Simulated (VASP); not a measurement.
# MgSeS4 (F-43m) in VASP: a series of runs, part 2 of 2

VASP 6.6.1. The steps go on from the part before.

## (3) Single point, PBE

This run uses another cell than the first one, of 21.41 Å³/atom, 1.159 times its volume.

Contents of INCAR:

```
PREC = Accurate
ENCUT = 520
EDIFF = 1E-7
ISMEAR = 0
SIGMA = 0.1
LREAL = F
LASPH = T
NELM = 60
ALGO = Normal
ISIF = 2
LWAVE = F
LCHARG = F
GGA = PE
NBANDS = 25
```

Contents of KPOINTS:

```
Automatic mesh
0
Gamma
  4 4 4
```

Contents of POSCAR:

```
MgSeS4
1.0
    0.0000000000      4.0047809200      4.0047809200
    4.0047809200      0.0000000000      4.0047809200
    4.0047809200      4.0047809200      0.0000000000
Mg Se S
1 1 4
Direct
    0.7500000000      0.7500000000      0.7500000000
    0.0000000000      0.0000000000      0.0000000000
    0.8776099700      0.3741300100      0.3741300100
    0.3741300100      0.3741300100      0.3741300100
    0.3741300100      0.8776099700      0.3741300100
    0.3741300100      0.3741300100      0.8776099700
```

Potentials or basis: VASP PAW PBE potentials, release 64 (Mg, Se, S).

On the command line:

```console
cat potpaw_PBE.64/Mg/POTCAR potpaw_PBE.64/Se/POTCAR potpaw_PBE.64/S/POTCAR > POTCAR
mpirun -np 1 vasp_std > vasp.out
```

OUTCAR:

```text
PREC = Accurate
   ENCUT = 520
   EDIFF = 1E-7
   ISMEAR = 0
   LREAL = F
   LASPH = T
   NELM = 60
   ISIF = 2
   GGA = PE

 ion  position               nearest neighbor table
   1  0.750  0.750  0.750-
   2  0.000  0.000  0.000-
   3  0.878  0.374  0.374-
   4  0.374  0.374  0.374-
   5  0.374  0.878  0.374-
   6  0.374  0.374  0.878-

  LATTYP: Found a face centered cubic cell.
 ALAT       =     8.0095618400

  Lattice vectors:

 A1 = (   0.0000000000,   4.0047809200,   4.0047809200)
 A2 = (   4.0047809200,   0.0000000000,   4.0047809200)
 A3 = (   4.0047809200,   4.0047809200,   0.0000000000)

Analysis of symmetry for initial positions (statically):
=====================================================================
 Subroutine PRICEL returns:
 Original cell was already a primitive cell.

 Routine SETGRP: Setting up the symmetry group for a
 face centered cubic supercell.

 Subroutine GETGRP returns: Found 24 space group operations
 (whereof 24 operations were pure point group operations)
 out of a pool of 48 trial point group operations.

The static configuration has the point symmetry T_d .

Analysis of symmetry for dynamics (positions and initial velocities):
=====================================================================
 Subroutine PRICEL returns:
 Original cell was already a primitive cell.

 Routine SETGRP: Setting up the symmetry group for a
 face centered cubic supercell.

 Subroutine GETGRP returns: Found 24 space group operations
 (whereof 24 operations were pure point group operations)
 out of a pool of 48 trial point group operations.

The dynamic configuration has the point symmetry T_d .

 Subroutine INISYM returns: Found 24 space group operations
 (whereof 24 operations are pure point group operations),
[... 103 lines left out ...]
   EFERMI_NEDOS =   21; number of points for ismear=-14 and -15
   IALGO  =     38    algorithm
   IMIX   =      4    mixing-type and parameters
     AMIX     =   0.40;   BMIX     =  1.00
     AMIX_MAG =   1.60;   BMIX_MAG =  1.00
  volume/ion in A,a.u.               =      21.41       144.48
  Fermi-wavevector in a.u.,A,eV,Ry     =   1.030076  1.946562 14.436559  1.061057
  Thomas-Fermi vector in A             =   2.164156
   LORBIT       =      0    0 simple, 1 ext, 2 COOP (PROOUT), +10 PAW based schemes
   GGA     = PE    functional components
   LHFCALC =     F    Hartree Fock is set to
   AEXX    =    0.0000 exact exchange contribution
   IVDW    =     0    specifies the selected vdW correction
   LEPSILON=     F    determine dielectric tensor
   LRPA    =     F    only Hartree local field effects (RPA)
 non-spin polarized calculation
 Gauss-broadening in eV      SIGMA  =   0.10
  energy-cutoff  :      520.00
  volume of cell :      128.46
 maximum number of plane-waves:      3479
   NGX = 21   NGY = 21   NGZ = 21

 number of electron      31.9999997 magnetization

 Free energy of the ion-electron system (eV)
  ---------------------------------------------------
  ext. energy  EPLUGINS =         0.00000000
  ---------------------------------------------------
  free energy    TOTEN  =       -16.67550881 eV

  energy without entropy =      -16.59788905  energy(sigma->0) =      -16.63669893

 E-fermi :   4.1070     XC(G=0):  -9.5835

 val. band max:        4.1057471658   @ k =  -0.2500   0.5000   0.2500
 cond. band min:       4.1071853930   @ k =   0.0000   0.0000   0.0000
 fundamental gap:      0.0014382272
 Fermi energy:         4.1070218859

 k-point     1 :       0.0000    0.0000    0.0000
  band No.  band energies     occupation
      1     -10.7287      2.00000
      2      -7.4627      2.00000
      3      -7.3227      2.00000
      4      -7.3227      2.00000
      5      -7.3227      2.00000
      6      -2.6101      2.00000
[... 213 lines left out ...]
     24      10.1176      0.00000
     25      12.0064      0.00000

------------------------ aborting loop because EDIFF is reached ----------------------------------------

  FORCE on cell =-STRESS in cart. coord.  units (eV):
  Direction    XX          YY          ZZ          XY          YZ          ZX
  --------------------------------------------------------------------------------------
  -------------------------------------------------------------------------------------
  Total       -5.4447199     -5.4447199     -5.4447199     -0.0000000     -0.0000000     -0.0000000
  in kB      -67.9078285    -67.9078285    -67.9078285     -0.0000000     -0.0000000     -0.0000000
  external PRESSURE =     -67.9078285 kB  Pullay stress =       0.0000000 kB

 VOLUME and BASIS-vectors are now :
 -----------------------------------------------------------------------------
  energy-cutoff  :      520.00
  volume of cell :      128.46
      direct lattice vectors                 reciprocal lattice vectors
     0.000000000  4.004780920  4.004780920    -0.124850775  0.124850775  0.124850775
     4.004780920  0.000000000  4.004780920     0.124850775 -0.124850775  0.124850775
     4.004780920  4.004780920  0.000000000     0.124850775  0.124850775 -0.124850775

 POSITION                                       TOTAL-FORCE (eV/Angst)
 -----------------------------------------------------------------------------------
      6.00717      6.00717      6.00717        -0.000000     -0.000000      0.000000
      0.00000      0.00000      0.00000        -0.000000     -0.000000      0.000000
      2.99662      5.01294      5.01294        -0.050350      0.050350      0.050350
      2.99662      2.99662      2.99662        -0.050350     -0.050350     -0.050350
      5.01294      2.99662      5.01294         0.050350     -0.050350      0.050350
      5.01294      5.01294      2.99662         0.050350      0.050350     -0.050350
 -----------------------------------------------------------------------------------
    total drift:                                0.000000      0.000000      0.000000

  FREE ENERGIE OF THE ION-ELECTRON SYSTEM (eV)
  ---------------------------------------------------
  free  energy   TOTEN  =       -16.6755088062 eV

  energy  without entropy=      -16.5978890462  energy(sigma->0) =      -16.63669893
```

Run time: 58 s. Hardware: 1 thread of AMD EPYC 7R43 (Zen 3), shared host; peak memory 0.2 GiB.

Results:

| Quantity | Value |
| --- | --- |
| Free energy | -16.6755 eV |
| Pressure | -6.8 GPa |
| Largest force | 0.087 eV/Å |
| Band gap on the k mesh | zero (band 16 reaches 4.98 eV, above the bottom of band 17 at 4.11 eV) |

Forces on the atoms (eV/Å):
```
Mg   0.000  0.000  0.000
Se   0.000  0.000  0.000
S   -0.050  0.050  0.050
S   -0.050 -0.050 -0.050
S    0.050 -0.050  0.050
S    0.050  0.050 -0.050
```

Levels at points of the mesh, in eV from the Fermi level:
| k point | band 11 | band 12 | band 13 | band 14 | band 15 | band 16 | band 17 | band 18 | band 19 | band 20 |
| --- | --- | --- | --- | --- | --- | --- | --- | --- | --- | --- |
| (0.00, 0.00, 0.00) | -3.32 | -1.32 | -1.32 | -1.32 | 0.00 | 0.87 | 0.87 | 0.87 | 1.79 | 1.79 |
| (0.50, 0.00, 0.00) | -2.56 | -2.07 | -1.96 | -1.96 | -1.04 | 0.19 | 0.19 | 0.91 | 1.41 | 1.76 |
| (0.50, 0.50, 0.00) | -1.96 | -1.89 | -1.89 | -1.77 | -1.65 | -0.42 | 0.06 | 0.06 | 1.54 | 1.54 |

## (4) Relaxation of cell and atoms, PBE

This run uses another cell than the first one, of 21.41 Å³/atom, 1.159 times its volume.

Contents of INCAR:

```
SYSTEM = MgSeS4
PREC = Accurate
ENCUT = 600
EDIFF = 1E-6
ISMEAR = 0
SIGMA = 0.1
LREAL = .False.
LASPH = .True.
NELM = 60
ALGO = Normal
ISIF = 3
LWAVE = .False.
LCHARG = .False.
GGA = PE
IBRION = 2
NSW = 90
EDIFFG = -0.04
```

Contents of KPOINTS:

```
Automatic mesh
0
Gamma
  4 4 4
  0 0 0
```

POSCAR is that of step 3.

On the command line:

```console
cat potpaw_PBE.64/Mg/POTCAR potpaw_PBE.64/Se/POTCAR potpaw_PBE.64/S/POTCAR > POTCAR
mpirun -np 1 vasp_std > vasp.out
```

Run time: 2.5 min. Hardware: 1 thread of AMD EPYC 7R43 (Zen 3), shared host; peak memory 0.31 GiB.

It converged, with:

| Quantity | Value |
| --- | --- |
| Free energy | -17.1125 eV |
| Relaxed volume | 18.42 Å³/atom |
| Relaxed cell | a = 5.387 Å, b = 5.387 Å, c = 5.387 Å, α = 60.00°, β = 60.00°, γ = 60.00° |
| Space group after relaxing (to 0.05 Å) | F-43m (No. 216) |
| Energy gained by relaxing | 72.8 meV/atom |
| Ionic steps | 3 |
| Pressure after relaxing | 0.0 GPa |
| Largest force after relaxing | 0.040 eV/Å |
| Band gap on the k mesh | zero (band 16 reaches 6.94 eV, above the bottom of band 17 at 5.79 eV) |

Forces in eV/Å, atoms in the order of the input:
```
Mg   0.000  0.000  0.000
Se   0.000  0.000  0.000
S   -0.023  0.023  0.023
S   -0.023 -0.023 -0.023
S    0.023 -0.023  0.023
S    0.023  0.023 -0.023
```

The path:
| step | energy change (eV) | largest force (eV/Å) | pressure (GPa) | volume (Å³) |
| --- | --- | --- | --- | --- |
| 1 | 0.0000 | 0.0874 | -6.77 | 128.46 |
| 2 | -0.4304 | 0.0488 | -1.03 | 112.36 |
| 3 | -0.4367 | 0.0400 | -0.05 | 110.53 |

Final structure:
```
Mg Se S
1.0
     0.00000    3.80904    3.80904
     3.80904    0.00000    3.80904
     3.80904    3.80904    0.00000
Mg Se S
1 1 4
Cartesian
  5.7136 5.7136 5.7136
  0.0000 0.0000 0.0000
  2.8475 4.7705 4.7705
  2.8475 2.8475 2.8475
  4.7705 2.8475 4.7705
  4.7705 4.7705 2.8475
```

Levels at points of the mesh, in eV from the Fermi level:
| k point | band 14 | band 15 | band 16 | band 17 | band 18 | band 19 |
| --- | --- | --- | --- | --- | --- | --- |
| (0.00, 0.00, 0.00) | -1.75 | 0.05 | 1.15 | 1.15 | 1.15 | 2.17 |
| (0.50, 0.00, 0.00) | -2.46 | -1.15 | 0.28 | 0.28 | 1.20 | 1.53 |
| (0.50, 0.50, 0.00) | -2.12 | -2.05 | -0.59 | 0.06 | 0.06 | 1.95 |

## (5) Overview

| task | cell | cutoff (eV) | gap on the mesh (eV) | pressure (GPa) | largest force (eV/Å) |
| --- | --- | --- | --- | --- | --- |
| single point | a = 5.392 Å, angles 60.0°, 6 atoms | 520 | none | -0.3 | 0.04 |
| single point | a = 5.664 Å, angles 60.0°, 6 atoms | 520 | none | -6.8 | 0.09 |
| relaxation of cell and atoms | relaxed from a = 5.664 Å, angles 60.0°, 6 atoms | 600 | none | 0.0 | 0.04 |

Alike in all rows: level PBE; potentials or basis VASP PAW PBE potentials, release 64 (Mg, Se, S); no spin polarisation; k mesh 4 × 4 × 4; smearing gaussian 0.1 eV.

Absolute energies hang on the potentials; compare differences alone.
